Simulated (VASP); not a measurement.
# PbS (Cmcm) in VASP: further runs, part 2 of 2

VASP 6.6.1.

### Step 4. Single point, PBEsol-based global hybrid

The input, POSCAR:

```
PbS
1.0
    2.0799526950     -5.9912968650      0.0000000000
    2.0799526950      5.9912968650      0.0000000000
    0.0000000000      0.0000000000      4.2793209400
Pb S
2 2
Direct
    0.1305633500      0.8694366500      0.2500000000
    0.8694366500      0.1305633500      0.7500000000
    0.3547970900      0.6452029100      0.2500000000
    0.6452029100      0.3547970900      0.7500000000
```

The input, INCAR.step1:

```
SYSTEM = PbS
PREC = Accurate
ENCUT = 520
EDIFF = 1E-5
ISMEAR = -1
SIGMA = 0.05
LREAL = .FALSE.
LASPH = .TRUE.
NELM = 100
ALGO = Normal
ISIF = 2
LWAVE = .TRUE.
NBANDS = 28
GGA = PE
KPAR = 4
```

The input, INCAR.step2:

```
SYSTEM = PbS
PREC = Accurate
ENCUT = 520
EDIFF = 1E-6
ISMEAR = -1
SIGMA = 0.05
LREAL = .FALSE.
LASPH = .TRUE.
NELM = 100
ALGO = Normal
ISIF = 2
LWAVE = .FALSE.
LCHARG = .TRUE.
GGA = PS
LHFCALC = .TRUE.
AEXX = 0.25
PRECFOCK = Normal
LVHAR = .TRUE.
NBANDS = 28
ISTART = 1
KPAR = 4
```

The input, KPOINTS:

```
Automatic mesh
0
G
  4 4 3
  0 0 0
```

Potentials or basis: VASP PAW PBE potentials, release 64 (Pb_d, S).

Run with:

```sh
> cat potpaw_PBE.64/Pb_d/POTCAR potpaw_PBE.64/S/POTCAR > POTCAR
> cp INCAR.step1 INCAR
> mpirun -np 4 vasp_std > vasp.out
> cp INCAR.step2 INCAR
> mpirun -np 4 vasp_std > vasp.out
```

OUTCAR:

```text
SYSTEM = PbS
   PREC = Accurate
   ENCUT = 520
   EDIFF = 1E-6
   ISMEAR = -1
   LREAL = .FALSE.
   LASPH = .TRUE.
   NELM = 100
   ISIF = 2
   GGA = PS
   LHFCALC = .TRUE.
   AEXX = 0.25
   PRECFOCK = Normal
   ISTART = 1

 ion  position               nearest neighbor table
   1  0.131  0.869  0.250-   3 2.69   4 2.99   4 2.99   4 2.99   4 2.99   2 3.79   2 3.79   2 4.13
                             2 4.13   2 4.13   2 4.13
   2  0.869  0.131  0.750-   4 2.69   3 2.99   3 2.99   3 2.99   3 2.99   1 3.79   1 3.79   1 4.13
                             1 4.13   1 4.13   1 4.13
[... 636 lines left out ...]
  -------------------------------------------------------------------------------------
  Total       -1.8860941     -1.6104604     -1.7712217      0.0000000      0.0000000      0.0000000
  in kB      -28.3331451    -24.1925408    -26.6075178      0.0000000      0.0000000      0.0000000
  external PRESSURE =     -26.3777346 kB  Pullay stress =       0.0000000 kB

 VOLUME and BASIS-vectors are now :
 -----------------------------------------------------------------------------
  energy-cutoff  :      520.00
  volume of cell :      106.65
      direct lattice vectors                 reciprocal lattice vectors
     2.079952695 -5.991296865  0.000000000     0.240390083 -0.083454386  0.000000000
     2.079952695  5.991296865  0.000000000     0.240390083  0.083454386  0.000000000
     0.000000000  0.000000000  4.279320940     0.000000000  0.000000000  0.233681936

 POSITION                                       TOTAL-FORCE (eV/Angst)
 -----------------------------------------------------------------------------------
      2.07995      4.42681      1.06983         0.000000     -0.211036      0.000000
      2.07995     -4.42681      3.20949         0.000000      0.211036     -0.000000
      2.07995      1.73991      1.06983         0.000000      0.095087     -0.000000
      2.07995     -1.73991      3.20949         0.000000     -0.095087      0.000000
 -----------------------------------------------------------------------------------
    total drift:                               -0.000001      0.000000     -0.000000

  FREE ENERGIE OF THE ION-ELECTRON SYSTEM (eV)
  ---------------------------------------------------
  free  energy   TOTEN  =       -23.7842628299 eV

  energy  without entropy=      -23.7842628299  energy(sigma->0) =      -23.78426283
```

OUTCAR.step1:

```text
SYSTEM = PbS
   PREC = Accurate
   ENCUT = 520
   EDIFF = 1E-5
   ISMEAR = -1
   LREAL = .FALSE.
   LASPH = .TRUE.
[... 654 lines left out ...]
      2.07995     -4.42681      3.20949         0.000000     -0.056323      0.000000
      2.07995      1.73991      1.06983         0.000000     -0.177892     -0.000000
      2.07995     -1.73991      3.20949         0.000000      0.177892     -0.000000
 -----------------------------------------------------------------------------------
    total drift:                               -0.000000     -0.000000      0.000000

  FREE ENERGIE OF THE ION-ELECTRON SYSTEM (eV)
  ---------------------------------------------------
  free  energy   TOTEN  =       -17.3884485748 eV

  energy  without entropy=      -17.3884481379  energy(sigma->0) =      -17.38844836
```

OSZICAR.step1:

```text
N       E                     dE             d eps       ncg     rms          rms(c)
DAV:   1     0.416321754217E+03    0.41632E+03   -0.18911E+04   784   0.153E+03
DAV:   2     0.293775326217E+02   -0.38694E+03   -0.37491E+03   804   0.401E+02
DAV:   3    -0.163264463641E+02   -0.45704E+02   -0.44522E+02  1032   0.155E+02
DAV:   4    -0.183234895183E+02   -0.19970E+01   -0.19914E+01   936   0.338E+01
DAV:   5    -0.184060225765E+02   -0.82533E-01   -0.82520E-01  1112   0.720E+00    0.655E+00
DAV:   6    -0.173737283612E+02    0.10323E+01   -0.25928E+00  1092   0.106E+01    0.427E+00
DAV:   7    -0.173858813352E+02   -0.12153E-01   -0.48502E-01   904   0.291E+00    0.281E+00
DAV:   8    -0.173959907948E+02   -0.10109E-01   -0.90184E-02  1112   0.238E+00    0.115E+00
DAV:   9    -0.173879984297E+02    0.79924E-02   -0.28462E-02  1104   0.132E+00    0.136E-01
DAV:  10    -0.173883996336E+02   -0.40120E-03   -0.21128E-03   856   0.213E-01    0.459E-02
DAV:  11    -0.173884485864E+02   -0.48953E-04   -0.11231E-04   968   0.830E-02    0.205E-02
DAV:  12    -0.173884485748E+02    0.11550E-07   -0.13460E-05   540   0.299E-02
   1 F= -.17388449E+02 E0= -.17388448E+02  d E =-.436891E-06
```

Run time: 19 min. Hardware: 4 MPI ranks of Intel Xeon Platinum 8488C (Sapphire Rapids), shared host; peak memory 0.29 GiB.

What came out:

```
Free energy            : -23.7843 eV
Pressure               : -2.6 GPa
Largest force          : 0.211 eV/Å
Band gap on the k mesh : 2.32 eV, indirect (least direct gap 2.56 eV)
```

Forces on the atoms (eV/Å):
```
Pb   0.000 -0.211  0.000
Pb   0.000  0.211  0.000
S    0.000  0.095  0.000
S    0.000 -0.095  0.000
```

Stress tensor (GPa, compression positive):
```
-2.83  0.00  0.00
 0.00 -2.42  0.00
 0.00  0.00 -2.66
```

Caveat: the k points lie up to 0.49 Å⁻¹ apart; the PAW data sets were made with another functional, which shifts forces and pressure a little; spin-orbit coupling is left out, which moves the levels of the heavy elements. A k mesh can miss the band edges.

### Step 5. Single point, PBE

This run uses another cell than the first one, of 27.20 Å³/atom, 1.020 times its volume.

The input, INCAR:

```
ALGO = Normal
EDIFF = 1E-6
ENCUT = 520
GGA = PE
ISIF = 2
ISMEAR = -1
LASPH = True
LCHARG = True
LELF = True
LREAL = False
LVHAR = True
LWAVE = False
NBANDS = 28
NELM = 80
PREC = Accurate
SIGMA = 0.05
```

The input, KPOINTS:

```
k-points
0
Gamma
  7 7 6
```

The input, POSCAR:

```
PbS
1.0
    2.0937276176     -6.0309754840      0.0000000000
    2.0937276176      6.0309754840      0.0000000000
    0.0000000000      0.0000000000      4.3076616397
Pb S
2 2
Direct
    0.1305633500      0.8694366500      0.2500000000
    0.8694366500      0.1305633500      0.7500000000
    0.3547970900      0.6452029100      0.2500000000
    0.6452029100      0.3547970900      0.7500000000
```

Potentials or basis: VASP PAW PBE potentials, release 64 (Pb_d, S).

Run with:

```sh
> cat potpaw_PBE.64/Pb_d/POTCAR potpaw_PBE.64/S/POTCAR > POTCAR
> mpirun -np 1 vasp_std > vasp.out
```

OUTCAR:

```text
EDIFF = 1E-6
   ENCUT = 520
   GGA = PE
   ISIF = 2
   ISMEAR = -1
   LASPH = True
   LREAL = False
   NELM = 80
   PREC = Accurate

 ion  position               nearest neighbor table
   1  0.131  0.869  0.250-   3 2.70   4 3.01   4 3.01   4 3.01   4 3.01   2 3.82   2 3.82
   2  0.869  0.131  0.750-   4 2.70   3 3.01   3 3.01   3 3.01   3 3.01   1 3.82   1 3.82
   3  0.355  0.645  0.250-   1 2.70   2 3.01   2 3.01   2 3.01   2 3.01
   4  0.645  0.355  0.750-   2 2.70   1 3.01   1 3.01   1 3.01   1 3.01

  LATTYP: Found a base centered orthorhombic cell.
 ALAT       =     4.1874552352
 B/A-ratio  =     2.8804966956
 C/A-ratio  =     1.0287063139

  Lattice vectors:

 A1 = (   2.0937276176,  -6.0309754840,   0.0000000000)
 A2 = (   2.0937276176,   6.0309754840,   0.0000000000)
 A3 = (   0.0000000000,   0.0000000000,   4.3076616397)

Analysis of symmetry for initial positions (statically):
=====================================================================
 Subroutine PRICEL returns:
 Original cell was already a primitive cell.

 Routine SETGRP: Setting up the symmetry group for a
 base centered orthorhombic supercell.

 Subroutine GETGRP returns: Found  8 space group operations
 (whereof  4 operations were pure point group operations)
 out of a pool of  8 trial point group operations.

The static configuration has the point symmetry C_2h.
 The point group associated with its full space group is D_2h.

Analysis of symmetry for dynamics (positions and initial velocities):
=====================================================================
 Subroutine PRICEL returns:
 Original cell was already a primitive cell.

 Routine SETGRP: Setting up the symmetry group for a
 base centered orthorhombic supercell.

 Subroutine GETGRP returns: Found  8 space group operations
 (whereof  4 operations were pure point group operations)
 out of a pool of  8 trial point group operations.

The dynamic configuration has the point symmetry C_2h.
 The point group associated with its full space group is D_2h.

 Subroutine INISYM returns: Found  8 space group operations
 (whereof  4 operations are pure point group operations),
 and found     1 'primitive' translations

----------------------------------------------------------------------------------------

                                     Primitive cell

  volume of cell :     108.7876

  direct lattice vectors                    reciprocal lattice vectors
     2.093727618 -6.030975484  0.000000000     0.238808523 -0.082905328  0.000000000
     2.093727618  6.030975484  0.000000000     0.238808523  0.082905328  0.000000000
     0.000000000  0.000000000  4.307661640     0.000000000  0.000000000  0.232144510

  length of vectors
     6.384070851  6.384070851  4.307661640     0.252790039  0.252790039  0.232144510

  position of ions in fractional coordinates (direct lattice)
     0.130563350  0.869436650  0.250000000
     0.869436650  0.130563350  0.750000000
     0.354797090  0.645202910  0.250000000
     0.645202910  0.354797090  0.750000000

  ion indices of the primitive-cell ions
   primitive index   ion index
                 1           1
                 2           2
[... 22 lines left out ...]
     0.000000000  0.000000000  0.000000000

 Subroutine IBZKPT returns following result:
 ===========================================

 Found     64 irreducible k-points:

 Following reciprocal coordinates:
            Coordinates               Weight
  0.000000  0.000000  0.000000      1.000000
  0.142857 -0.000000  0.000000      4.000000
  0.285714  0.000000  0.000000      4.000000
  0.428571 -0.000000  0.000000      4.000000
  0.142857  0.142857  0.000000      2.000000
  0.285714  0.142857  0.000000      4.000000
[... 16 lines left out ...]
  0.428571  0.142857  0.166667      8.000000
 -0.428571  0.142857  0.166667      8.000000
 [... further k-points ...]
   k-points           NKPTS =     64   k-points in BZ     NKDIM =     64   number of bands    NBANDS=     28
   number of dos      NEDOS =    301   number of ions     NIONS =      4
   total plane-waves  NPLWV =  73728
   dimension x,y,z NGX =    48 NGY =   48 NGZ =   32
   dimension x,y,z NGXF=    96 NGYF=   96 NGZF=   64
   ions per type =               2   2
   NGX,Y,Z   is equivalent  to a cutoff of  12.50, 12.50, 12.35 a.u.
   NGXF,Y,Z  is equivalent  to a cutoff of  25.00, 25.00, 24.70 a.u.
 SYSTEM =  unknown system
   PREC   = accura    normal or accurate (medium, high low for compatibility)
   ISTART =      0    job   : 0-new  1-cont  2-samecut
   ICHARG =      2    charge: 1-file 2-atom 10-const
   ISPIN  =      1    spin polarized calculation?
   LNONCOLLINEAR =      F non collinear calculations
   LSORBIT =      F    spin-orbit coupling
   LASPH  =      T    aspherical Exc in radial PAW
   ENCUT  =  520.0 eV  38.22 Ry    6.18 a.u.  11.87 11.87  8.01*2*pi/ulx,y,z
   NELM   =     80;   NELMIN=  2; NELMDL= -5     # of ELM steps
   EDIFF  = 0.1E-05   stopping-criterion for ELM
   LREAL  =      F    real-space projection
   EDIFFG = 0.1E-04   stopping-criterion for IOM
   NSW    =      0    number of steps for IOM
   IBRION =     -1    ionic relax: 0-MD 1-quasi-New 2-CG
   NFREE  =      0    steps in history (QN), initial steepest desc. (CG)
   ISIF   =      2    stress and relaxation
   ISYM   =      2    0-nonsym 1-usesym 2-fastsym
   POTIM  = 0.5000    time-step for ionic-motion
   TEBEG  =    0.0;   TEEND  =   0.0 temperature during run
   PSTRESS=    0.0 pullay stress
   NELECT =      40.0000    total number of electrons
   NUPDOWN=      -1.0000    fix difference up-down
   EMIN   =  10.00;   EMAX   =-10.00  energy-range for DOS
   EFERMI =   0.00;   METHOD = LEGACY
   ISMEAR =    -1;   SIGMA  =   0.05  broadening in eV -4-tet -1-fermi 0-gaus
   EFERMI_NEDOS =   21; number of points for ismear=-14 and -15
   IALGO  =     38    algorithm
   IMIX   =      4    mixing-type and parameters
     AMIX     =   0.40;   BMIX     =  1.00
     AMIX_MAG =   1.60;   BMIX_MAG =  1.00
  volume/ion in A,a.u.               =      27.20       183.53
  Fermi-wavevector in a.u.,A,eV,Ry     =   1.172830  2.216327 18.715224  1.375530
  Thomas-Fermi vector in A             =   2.309252
   LORBIT       =      0    0 simple, 1 ext, 2 COOP (PROOUT), +10 PAW based schemes
   GGA     = PE    functional components
   LHFCALC =     F    Hartree Fock is set to
   AEXX    =    0.0000 exact exchange contribution
   IVDW    =     0    specifies the selected vdW correction
   LEPSILON=     F    determine dielectric tensor
   LRPA    =     F    only Hartree local field effects (RPA)
 non-spin polarized calculation
  energy-cutoff  :      520.00
  volume of cell :      108.79
 maximum number of plane-waves:      2962
   NGX = 23   NGY = 23   NGZ = 17

 number of electron      40.0000008 magnetization

 Free energy of the ion-electron system (eV)
  ---------------------------------------------------
  ext. energy  EPLUGINS =         0.00000000
  ---------------------------------------------------
  free energy    TOTEN  =       -17.38369349 eV

  energy without entropy =      -17.38369336  energy(sigma->0) =      -17.38369342

 E-fermi :   5.3031     XC(G=0):  -9.4868

 val. band max:        4.6203912994   @ k =  -0.4286   0.4286   0.3333
 cond. band min:       5.9134247306   @ k =   0.4286   0.4286   0.0000
 fundamental gap:      1.2930334312
 Fermi energy:         5.3031362465

 k-point     1 :       0.0000    0.0000    0.0000
  band No.  band energies     occupation
      1     -11.6664      2.00000
      2     -11.5842      2.00000
      3     -11.5778      2.00000
      4     -11.5727      2.00000
      5     -11.5390      2.00000
      6     -11.5368      2.00000
[... 733 lines left out ...]
     27      12.1551      0.00000
     28      12.9382      0.00000

 [... further k-points ...]

------------------------ aborting loop because EDIFF is reached ----------------------------------------

  FORCE on cell =-STRESS in cart. coord.  units (eV):
  Direction    XX          YY          ZZ          XY          YZ          ZX
  --------------------------------------------------------------------------------------
  -------------------------------------------------------------------------------------
  Total       -0.1103058      0.1698315     -0.1513858      0.0000000      0.0000000      0.0000000
  in kB       -1.6245374      2.5012055     -2.2295451      0.0000000      0.0000000      0.0000000
  external PRESSURE =      -0.4509590 kB  Pullay stress =       0.0000000 kB

 VOLUME and BASIS-vectors are now :
 -----------------------------------------------------------------------------
  energy-cutoff  :      520.00
  volume of cell :      108.79
      direct lattice vectors                 reciprocal lattice vectors
     2.093727618 -6.030975484  0.000000000     0.238808523 -0.082905328  0.000000000
     2.093727618  6.030975484  0.000000000     0.238808523  0.082905328  0.000000000
     0.000000000  0.000000000  4.307661640     0.000000000  0.000000000  0.232144510

 POSITION                                       TOTAL-FORCE (eV/Angst)
 -----------------------------------------------------------------------------------
      2.09373      4.45613      1.07692         0.000000     -0.048773      0.000000
      2.09373     -4.45613      3.23075         0.000000      0.048773     -0.000000
      2.09373      1.75143      1.07692         0.000000     -0.029065      0.000000
      2.09373     -1.75143      3.23075         0.000000      0.029065      0.000000
 -----------------------------------------------------------------------------------
    total drift:                               -0.000000     -0.000000      0.000000

  FREE ENERGIE OF THE ION-ELECTRON SYSTEM (eV)
  ---------------------------------------------------
  free  energy   TOTEN  =       -17.3836934866 eV

  energy  without entropy=      -17.3836933571  energy(sigma->0) =      -17.38369342
```

It took 5.1 min on 1 thread of AMD EPYC 7R43 (Zen 3), shared host; peak memory 0.3 GiB.

Results:

* Free energy: -17.3837 eV
* Pressure: 0.0 GPa
* Largest force: 0.049 eV/Å
* Band gap on the k mesh: 1.29 eV, indirect (least direct gap 1.43 eV)

Forces on the atoms (eV/Å):
```
Pb   0.000 -0.049  0.000
Pb   0.000  0.049  0.000
S    0.000 -0.029  0.000
S    0.000  0.029  0.000
```

Caveat: spin-orbit coupling is left out, which moves the levels of the heavy elements. A k mesh can miss the band edges.

### Step 6. The runs side by side

| level | potentials or basis | cell | k mesh | grid for exact exchange (PRECFOCK) | share of exact exchange | gap on the mesh (eV) | pressure (GPa) | largest force (eV/Å) |
| --- | --- | --- | --- | --- | --- | --- | --- | --- |
| BLYP+D3(BJ) | VASP PAW PBE potentials, release 64 (Pb_d, S) | a = 6.342, b = 6.342, c = 4.279 Å, angles 90.0, 90.0, 141.7°, 4 atoms | 7 × 7 × 6 | - | - | 1.30 | 0.0 | 0.27 |
| LDA | VASP PAW LDA potentials, release 64 (Pb_d, S) | a = 6.384, b = 6.384, c = 4.308 Å, angles 90.0, 90.0, 141.7°, 4 atoms | 7 × 7 × 6 | - | - | 1.14 | -4.4 | 0.21 |
| PBEsol-based global hybrid | VASP PAW PBE potentials, release 64 (Pb_d, S) | a = 6.342, b = 6.342, c = 4.279 Å, angles 90.0, 90.0, 141.7°, 4 atoms | 4 × 4 × 3 | Normal | 0.25 | 2.32 | -2.6 | 0.21 |
| PBE | VASP PAW PBE potentials, release 64 (Pb_d, S) | a = 6.384, b = 6.384, c = 4.308 Å, angles 90.0, 90.0, 141.7°, 4 atoms | 7 × 7 × 6 | - | - | 1.29 | 0.0 | 0.05 |

Alike in all rows: task single point; no spin polarisation; cutoff (eV) 520; smearing fermi-dirac 0.05 eV.

Caveats: some runs use coarse meshes; spin-orbit coupling is left out, which moves the levels of the heavy elements; the PAW data sets were made with another functional, which shifts forces and pressure a little (some runs).

Absolute energies hang on the potentials; compare differences alone.
